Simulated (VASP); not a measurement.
# Si (I4_1/amd) in VASP: further runs

Aim: see how the results for Si move with the level of theory and the settings. Levels: PBE0, HSE06. Tasks: single point.

Program: VASP 6.6.1. These are calculated values, not measurements. Logs are shortened: lines on timing, memory, paths and dates and some standing lists are left out, and cuts for length are marked.

**1. The cell of the first run**

The structure is tetragonal, space group I4_1/amd (No. 141). The conventional cell has a = 4.646 Å, b = 4.646 Å, c = 2.604 Å, α = 90.00°, β = 90.00°, γ = 90.00°. Si (site symmetry -4m2) has 10 Si at 2.41 to 3.03 Å within 3.2 Å.

**2. Single point, PBE0**

POSCAR

```
Si
1.0
   -2.3229633681      2.3229633681      1.3021299107
    2.3229633681     -2.3229633681      1.3021299107
    2.3229633681      2.3229633681     -1.3021299107
Si
2
Direct
    0.5000000000      0.5000000000      0.0000000000
    0.2500000000      0.7500000000      0.5000000000
```

INCAR.step1

```
PREC     = Accurate       # precision mode
ENCUT    = 520            # plane-wave cutoff, eV
EDIFF    = 1E-5           # SCF threshold, eV
ISMEAR   = -1             # smearing method
SIGMA    = 0.05           # smearing width, eV
LREAL    = F              # projectors in reciprocal space
LASPH    = T              # aspherical terms in the spheres
NELM     = 80             # most SCF steps
ALGO     = Normal         # electronic algorithm
ISIF     = 2              # what is computed and relaxed
LWAVE    = T              # write WAVECAR
LCHARG   = F              # write CHGCAR
NBANDS   = 11             # bands
GGA      = PE             # functional
```

INCAR.step2

```
PREC     = Accurate       # precision mode
ENCUT    = 520            # plane-wave cutoff, eV
EDIFF    = 1E-6           # SCF threshold, eV
ISMEAR   = -1             # smearing method
SIGMA    = 0.05           # smearing width, eV
LREAL    = F              # projectors in reciprocal space
LASPH    = T              # aspherical terms in the spheres
NELM     = 80             # most SCF steps
ALGO     = Normal         # electronic algorithm
ISIF     = 2              # what is computed and relaxed
LWAVE    = F              # write WAVECAR
LCHARG   = F              # write CHGCAR
GGA      = PE             # functional
LHFCALC  = T              # exact exchange
AEXX     = 0.25           # exact-exchange fraction
PRECFOCK = Normal       
NBANDS   = 11             # bands
ISTART   = 1
```

KPOINTS

```
Automatic mesh
0
Gamma
  6 6 6
```

Potentials or basis: VASP PAW PBE potentials, release 64 (Si).

Command:

```bash
cat potpaw_PBE.64/Si/POTCAR > POTCAR
cp INCAR.step1 INCAR
mpirun -np 1 vasp_std > vasp.out
cp INCAR.step2 INCAR
mpirun -np 1 vasp_std > vasp.out
```

OUTCAR:

```text
PREC = Accurate
   ENCUT = 520
   EDIFF = 1E-6
   ISMEAR = -1
   LREAL = F
   LASPH = T
   NELM = 80
   ISIF = 2
   GGA = PE
   LHFCALC = T
   AEXX = 0.25
   PRECFOCK = Normal
   ISTART = 1

 ion  position               nearest neighbor table
   1  0.500  0.500  0.000-   2 2.41   2 2.41   2 2.41   2 2.41   2 3.03   2 3.03   2 3.03   2 3.03

   2  0.250  0.750  0.500-   1 2.41   1 2.41   1 2.41   1 2.41   1 3.03   1 3.03   1 3.03   1 3.03

  LATTYP: Found a body centered tetragonal cell.
 ALAT       =     4.6459267362
 C/A-ratio  =     0.5605468982

  Lattice vectors:

 A1 = (  -2.3229633681,   2.3229633681,   1.3021299107)
 A2 = (   2.3229633681,  -2.3229633681,   1.3021299107)
 A3 = (   2.3229633681,   2.3229633681,  -1.3021299107)

Analysis of symmetry for initial positions (statically):
=====================================================================
 Subroutine PRICEL returns:
 Original cell was already a primitive cell.

 Routine SETGRP: Setting up the symmetry group for a
 body centered tetragonal supercell.

 Subroutine GETGRP returns: Found 16 space group operations
 (whereof  8 operations were pure point group operations)
 out of a pool of 16 trial point group operations.

The static configuration has the point symmetry D_2d.
 The point group associated with its full space group is D_4h.

Analysis of symmetry for dynamics (positions and initial velocities):
=====================================================================
 Subroutine PRICEL returns:
 Original cell was already a primitive cell.

 Routine SETGRP: Setting up the symmetry group for a
 body centered tetragonal supercell.

 Subroutine GETGRP returns: Found 16 space group operations
 (whereof  8 operations were pure point group operations)
 out of a pool of 16 trial point group operations.

The dynamic configuration has the point symmetry D_2d.
 The point group associated with its full space group is D_4h.

 Subroutine INISYM returns: Found 16 space group operations
 (whereof  8 operations are pure point group operations),
 and found     1 'primitive' translations

----------------------------------------------------------------------------------------

                                     Primitive cell

  volume of cell :      28.1060

  direct lattice vectors                    reciprocal lattice vectors
    -2.322963368  2.322963368  1.302129911     0.000000000  0.215242309  0.383986264
     2.322963368 -2.322963368  1.302129911     0.215242309  0.000000000  0.383986264
     2.322963368  2.322963368 -1.302129911     0.215242309  0.215242309  0.000000000

  length of vectors
     3.533816623  3.533816623  3.533816623     0.440198481  0.440198481  0.304398593

  position of ions in fractional coordinates (direct lattice)
     0.500000000  0.500000000  0.000000000
     0.250000000  0.750000000  0.500000000

  ion indices of the primitive-cell ions
   primitive index   ion index
                 1           1
                 2           2

----------------------------------------------------------------------------------------

 KPOINTS: Automatic mesh

Automatic generation of k-mesh.
 Grid dimensions read from file:
 generate k-points for:    6    6    6

 Generating k-lattice:

  Cartesian coordinates                     Fractional coordinates (reciprocal lattice)
     0.000000000  0.035873718  0.063997711     0.166666667  0.000000000  0.000000000
     0.035873718  0.000000000  0.063997711     0.000000000  0.166666667  0.000000000
     0.035873718  0.035873718  0.000000000     0.000000000  0.000000000  0.166666667

  Length of vectors
     0.073366414  0.073366414  0.050733099

  Shift w.r.t. Gamma in fractional coordinates (k-lattice)
     0.000000000  0.000000000  0.000000000

 Subroutine IBZKPT returns following result:
 ===========================================

 Found     30 irreducible k-points:

 Following reciprocal coordinates:
            Coordinates               Weight
  0.000000  0.000000  0.000000      1.000000
  0.166667 -0.000000  0.000000      8.000000
  0.333333 -0.000000  0.000000      8.000000
  0.500000 -0.000000  0.000000      4.000000
  0.166667  0.166667  0.000000      8.000000
  0.333333  0.166667  0.000000     16.000000
[... 16 lines left out ...]
 -0.333333 -0.333333  0.166667      8.000000
 -0.166667 -0.333333  0.166667      8.000000
 [... further k-points ...]
   k-points           NKPTS =     30   k-points in BZ     NKDIM =    216   number of bands    NBANDS=     11
   number of dos      NEDOS =    301   number of ions     NIONS =      2
   total plane-waves  NPLWV =  21952
   dimension x,y,z NGX =    28 NGY =   28 NGZ =   28
   dimension x,y,z NGXF=    56 NGYF=   56 NGZF=   56
   ions per type =               2
   NGX,Y,Z   is equivalent  to a cutoff of  13.17, 13.17, 13.17 a.u.
   NGXF,Y,Z  is equivalent  to a cutoff of  26.34, 26.34, 26.34 a.u.
 SYSTEM =  unknown system
   PREC   = accura    normal or accurate (medium, high low for compatibility)
   ISTART =      1    job   : 0-new  1-cont  2-samecut
   ICHARG =      0    charge: 1-file 2-atom 10-const
   ISPIN  =      1    spin polarized calculation?
   LNONCOLLINEAR =      F non collinear calculations
   LSORBIT =      F    spin-orbit coupling
   LASPH  =      T    aspherical Exc in radial PAW
   ENCUT  =  520.0 eV  38.22 Ry    6.18 a.u.   6.57  6.57  6.57*2*pi/ulx,y,z
   NELM   =     80;   NELMIN=  2; NELMDL=  0     # of ELM steps
   EDIFF  = 0.1E-05   stopping-criterion for ELM
   LREAL  =      F    real-space projection
   EDIFFG = 0.1E-04   stopping-criterion for IOM
   NSW    =      0    number of steps for IOM
   IBRION =     -1    ionic relax: 0-MD 1-quasi-New 2-CG
   NFREE  =      0    steps in history (QN), initial steepest desc. (CG)
   ISIF   =      2    stress and relaxation
   ISYM   =      3    0-nonsym 1-usesym 2-fastsym
   POTIM  = 0.5000    time-step for ionic-motion
   TEBEG  =    0.0;   TEEND  =   0.0 temperature during run
   PSTRESS=    0.0 pullay stress
   NELECT =       8.0000    total number of electrons
   NUPDOWN=      -1.0000    fix difference up-down
   EMIN   =  10.00;   EMAX   =-10.00  energy-range for DOS
   EFERMI =   0.00;   METHOD = LEGACY
   ISMEAR =    -1;   SIGMA  =   0.05  broadening in eV -4-tet -1-fermi 0-gaus
   EFERMI_NEDOS =   21; number of points for ismear=-14 and -15
   IALGO  =     38    algorithm
   IMIX   =      1    mixing-type and parameters
     AMIX     =   0.40;   BMIX     =  1.00
     AMIX_MAG =   1.60;   BMIX_MAG =  1.00
  volume/ion in A,a.u.               =      14.05        94.83
  Fermi-wavevector in a.u.,A,eV,Ry     =   1.076891  2.035029 15.778603  1.159695
  Thomas-Fermi vector in A             =   2.212788
   LORBIT       =      0    0 simple, 1 ext, 2 COOP (PROOUT), +10 PAW based schemes
   GGA     = PE    functional components
   LHFCALC =     T    Hartree Fock is set to
   PRECFOCK=normal    Normal, Fast or Accurate (Low or Medium for compatibility)
   ENCUT4O =  -1.0   cutoff for four orbital integrals eV
   NKREDX  =     1    reduce k-point grid by
   NKREDY  =     1    reduce k-point grid by
   NKREDZ  =     1    reduce k-point grid by
   AEXX    =    0.2500 exact exchange contribution
   HFSCREEN=    0.0000 screening length (either q_TF or 0.3 A-1)
   HFSCREENC=   0.0000 screening length for correlation (either q_TF or 0.3 A-1)
   ENCUTFOCK=  -1.0 apply spherical cutoff to Coloumb kernel
   IVDW    =     0    specifies the selected vdW correction
   LEPSILON=     F    determine dielectric tensor
   LRPA    =     F    only Hartree local field effects (RPA)
 non-spin polarized calculation
  energy-cutoff  :      520.00
  volume of cell :       28.11
 maximum number of plane-waves:       769
 NGX is ok and might be reduce to    28
  NGX = 20; NGY = 20; NGZ = 20

 number of electron       8.0000000 magnetization

 Free energy of the ion-electron system (eV)
  ---------------------------------------------------
  ext. energy  EPLUGINS =         0.00000000
  ---------------------------------------------------
  free energy    TOTEN  =       -12.65669163 eV

  energy without entropy =      -12.65336549  energy(sigma->0) =      -12.65502856

 E-fermi :  10.2201     XC(G=0):  -8.8464

 val. band max:       10.1096941620   @ k =   0.3333   0.1667   0.0000
 cond. band min:      10.7701199264   @ k =  -0.1667   0.3333   0.1667
 fundamental gap:      0.6604257644
 Fermi energy:        10.2200933104

 k-point     1 :       0.0000    0.0000    0.0000
  band No.  band energies     occupation
      1      -6.6021      2.00000
      2       6.7500      2.00000
      3       6.7500      2.00000
      4       8.2810      2.00000
      5      12.0434      0.00000
      6      19.1989      0.00000
      7      21.2913      0.00000
      8      21.2913      0.00000
      9      21.4048      0.00000
     10      22.0082      0.00000
     11      22.8897      0.00000

 k-point     2 :       0.1667   -0.0000    0.0000
  band No.  band energies     occupation
      1      -5.7443      2.00000
      2       5.7834      2.00000
      3       6.4816      2.00000
      4      11.1295      0.00000
      5      13.8625      0.00000
      6      15.4226      0.00000
      7      16.2434      0.00000
      8      18.6942      0.00000
      9      19.1392      0.00000
     10      20.1653      0.00000
     11      23.3041      0.00000

 k-point     3 :       0.3333   -0.0000    0.0000
  band No.  band energies     occupation
      1      -3.1844      2.00000
      2       5.6936      2.00000
      3       6.7297      2.00000
      4       7.2308      2.00000
      5      11.7065      0.00000
      6      13.7349      0.00000
      7      16.2029      0.00000
      8      16.8495      0.00000
      9      18.2466      0.00000
     10      18.6748      0.00000
     11      25.0810      0.00000
[... 267 lines left out ...]
 k-point    23 :      -0.3333   -0.3333    0.1667
  band No.  band energies     occupation
      1       1.1396      2.00000
      2       1.2239      2.00000
      3       4.2884      2.00000
      4       6.0969      2.00000
      5       6.3080      2.00000
      6      14.8833      0.00000
      7      18.4030      0.00000
      8      19.8177      0.00000
      9      24.1505      0.00000
     10      24.7849      0.00000
     11      25.3423      0.00000

 k-point    24 :      -0.1667   -0.3333    0.1667
  band No.  band energies     occupation
      1      -0.5747      2.00000
      2       4.2677      2.00000
      3       6.1912      2.00000
      4       6.9194      2.00000
      5       8.5456      2.00000
      6      12.8697      0.00000
      7      13.3059      0.00000
      8      16.7426      0.00000
      9      19.0106      0.00000
     10      23.1756      0.00000
     11      27.0413      0.00000

 [... further k-points ...]

------------------------ aborting loop because EDIFF is reached ----------------------------------------

  FORCE on cell =-STRESS in cart. coord.  units (eV):
  Direction    XX          YY          ZZ          XY          YZ          ZX
  --------------------------------------------------------------------------------------
  -------------------------------------------------------------------------------------
  Total        2.1638769      2.1638769      0.5067782      0.0000000      0.0000000      0.0000000
  in kB      123.3514041    123.3514041     28.8887960      0.0000000      0.0000000      0.0000000
  external PRESSURE =      91.8638681 kB  Pullay stress =       0.0000000 kB

 VOLUME and BASIS-vectors are now :
 -----------------------------------------------------------------------------
  energy-cutoff  :      520.00
  volume of cell :       28.11
      direct lattice vectors                 reciprocal lattice vectors
    -2.322963368  2.322963368  1.302129911     0.000000000  0.215242309  0.383986264
     2.322963368 -2.322963368  1.302129911     0.215242309  0.000000000  0.383986264
     2.322963368  2.322963368 -1.302129911     0.215242309  0.215242309  0.000000000

 POSITION                                       TOTAL-FORCE (eV/Angst)
 -----------------------------------------------------------------------------------
      0.00000      0.00000      1.30213         0.000000     -0.000000     -0.000000
      2.32296      0.00000      0.65106        -0.000000      0.000000      0.000000
 -----------------------------------------------------------------------------------
    total drift:                                0.000000     -0.000000     -0.000000

  FREE ENERGIE OF THE ION-ELECTRON SYSTEM (eV)
  ---------------------------------------------------
  free  energy   TOTEN  =       -12.6566916277 eV

  energy  without entropy=      -12.6533654871  energy(sigma->0) =      -12.65502856
```

Wall time 16 min (1 thread of Intel Xeon Platinum 8259CL at 2.50GHz (Skylake/Cascade Lake), shared host); peak memory 0.16 GiB.

What came out:

```yaml
Free_energy: -12.6567 eV
Pressure: 9.2 GPa
Band_gap_on_the_k_mesh: zero (bands 4 and 5 overlap by 9.16 eV)
```

Stress tensor (GPa, compression positive):
```
12.34  0.00  0.00
 0.00 12.34  0.00
 0.00  0.00  2.89
```

Levels at points of the mesh, in eV from the Fermi level:
| k point | band 2 | band 3 | band 4 | band 5 | band 6 | band 7 |
| --- | --- | --- | --- | --- | --- | --- |
| (0.00, 0.00, 0.00) | -3.47 | -3.47 | -1.94 | 1.82 | 8.98 | 11.07 |
| (0.50, 0.00, 0.00) | -8.76 | -3.02 | -2.79 | -1.85 | 1.35 | 5.85 |
| (0.50, 0.50, 0.00) | -13.16 | 0.57 | 0.57 | 3.59 | 3.59 | 9.90 |
| (0.50, 0.50, 0.50) | -10.12 | -8.82 | -8.82 | 6.70 | 6.70 | 15.93 |

Caveat: the k points lie up to 0.46 Å⁻¹ apart, too coarse for converged energies and pressures of a metal; the PAW data sets were made with another functional, which shifts forces and pressure a little.

**3. Single point, PBE0**

This run uses another cell than the first one, of 14.35 Å³/atom.

POSCAR

```
Si
1.0
   -2.3393228040      2.3393228040      1.3113001418
    2.3393228040     -2.3393228040      1.3113001418
    2.3393228040      2.3393228040     -1.3113001418
Si
2
Direct
    0.5000000000      0.5000000000      0.0000000000
    0.2500000000      0.7500000000      0.5000000000
```

INCAR.step1

```
PREC = Accurate ; ENCUT = 520
EDIFF = 1E-5 ; ISMEAR = -1
SIGMA = 0.05 ; LREAL = F
LASPH = T ; NELM = 100
ALGO = Normal ; ISIF = 2
LWAVE = T ; LCHARG = F
GGA = PE ; NBANDS = 11
```

INCAR.step2

```
PREC = Accurate ; ENCUT = 520
EDIFF = 1E-6 ; ISMEAR = -1
SIGMA = 0.05 ; LREAL = F
LASPH = T ; NELM = 100
ALGO = Normal ; ISIF = 2
LWAVE = F ; LCHARG = F
GGA = PE ; LHFCALC = T
AEXX = 0.25 ; PRECFOCK = Normal
ISTART = 1 ; NBANDS = 11
```

KPOINTS is that of step 2.

Potentials or basis: VASP PAW PBE potentials, release 64 (Si).

Command:

```bash
cat potpaw_PBE.64/Si/POTCAR > POTCAR
cp INCAR.step1 INCAR
mpirun -np 1 vasp_std > vasp.out
cp INCAR.step2 INCAR
mpirun -np 1 vasp_std > vasp.out
```

Wall time 34 min (1 thread of Intel Xeon Platinum 8259CL at 2.50GHz (Skylake/Cascade Lake), shared host); peak memory 0.16 GiB.

Results (log left out):

```yaml
Free_energy: -12.6849 eV
Pressure: 6.0 GPa
Band_gap_on_the_k_mesh: zero (bands 4 and 5 overlap by 8.94 eV)
```

Stress tensor (GPa, compression positive):
```
 9.35  0.00  0.00
 0.00  9.35  0.00
 0.00  0.00 -0.77
```

Levels at points of the mesh, in eV from the Fermi level:
| k point | band 1 | band 2 | band 3 | band 4 | band 5 | band 6 | band 7 | band 8 | band 9 |
| --- | --- | --- | --- | --- | --- | --- | --- | --- | --- |
| (0.00, 0.00, 0.00) | -16.65 | -3.45 | -3.45 | -2.07 | 1.89 | 8.86 | 10.84 | 10.84 | 10.93 |
| (0.50, 0.00, 0.00) | -9.50 | -8.65 | -3.01 | -2.79 | -1.95 | 1.40 | 5.71 | 6.55 | 10.86 |
| (0.50, 0.50, 0.00) | -13.03 | -13.03 | 0.54 | 0.54 | 3.51 | 3.51 | 9.70 | 9.70 | 10.75 |
| (0.50, 0.50, 0.50) | -10.08 | -10.08 | -8.69 | -8.69 | 6.62 | 6.62 | 15.58 | 15.58 | 16.05 |

Caveat: the k points lie up to 0.46 Å⁻¹ apart, too coarse for converged energies and pressures of a metal; the PAW data sets were made with another functional, which shifts forces and pressure a little.

**4. Single point, PBE0**

This run uses another cell than the first one, of 14.65 Å³/atom.

POSCAR

```
Si
1.0
   -2.3554565746      2.3554565746      1.3203438769
    2.3554565746     -2.3554565746      1.3203438769
    2.3554565746      2.3554565746     -1.3203438769
Si
2
Direct
    0.5000000000      0.5000000000      0.0000000000
    0.2500000000      0.7500000000      0.5000000000
```

INCAR.step1

```
SYSTEM = Si
PREC = Accurate ; ENCUT = 520
EDIFF = 1E-5 ; ISMEAR = -1
SIGMA = 0.05 ; LREAL = .False.
LASPH = .True. ; NELM = 60
ALGO = Normal ; ISIF = 2
LWAVE = .True. ; LCHARG = .False.
GGA = PE ; NBANDS = 11
```

INCAR.step2

```
SYSTEM = Si
PREC = Accurate ; ENCUT = 520
EDIFF = 1E-6 ; ISMEAR = -1
SIGMA = 0.05 ; LREAL = .False.
LASPH = .True. ; NELM = 60
ALGO = Normal ; ISIF = 2
LWAVE = .False. ; LCHARG = .False.
GGA = PE ; LHFCALC = .True.
AEXX = 0.25 ; PRECFOCK = Normal
ISTART = 1 ; NBANDS = 11
```

KPOINTS

```
regular mesh
0
Gamma
  6 6 6
  0 0 0
```

Command:

```bash
cat potpaw_PBE.64/Si/POTCAR > POTCAR
cp INCAR.step1 INCAR
mpirun -np 1 vasp_std > vasp.out
cp INCAR.step2 INCAR
mpirun -np 1 vasp_std > vasp.out
```

It took 14 min on 1 thread of Intel Xeon Platinum 8259CL at 2.50GHz (Skylake/Cascade Lake), shared host; peak memory 0.16 GiB.

Results (log left out):

* Free energy: -12.7016 eV
* Pressure: 3.0 GPa
* Band gap on the k mesh: zero (bands 4 and 5 overlap by 8.74 eV)

Stress tensor (GPa, compression positive):
```
 6.02  0.00  0.00
 0.00  6.02  0.00
 0.00  0.00 -3.15
```

Levels at points of the mesh, in eV from the Fermi level:
```
           k point  band 2  band 3  band 4  band 5  band 6  band 7
(0.00, 0.00, 0.00)   -3.43   -3.43   -2.18    1.96    8.75   10.62
(0.50, 0.00, 0.00)   -8.55   -3.00   -2.77   -2.02    1.45    5.57
(0.50, 0.50, 0.00)  -12.91    0.52    0.52    3.44    3.44    9.52
(0.50, 0.50, 0.50)  -10.03   -8.57   -8.57    6.53    6.53   15.24
```

Caveat: the k points lie up to 0.45 Å⁻¹ apart, too coarse for converged energies and pressures of a metal; the PAW data sets were made with another functional, which shifts forces and pressure a little.

(Continued in part 2 of 2.)

The gap in the log of VASP goes by the Fermi energy; the results here count the filled bands.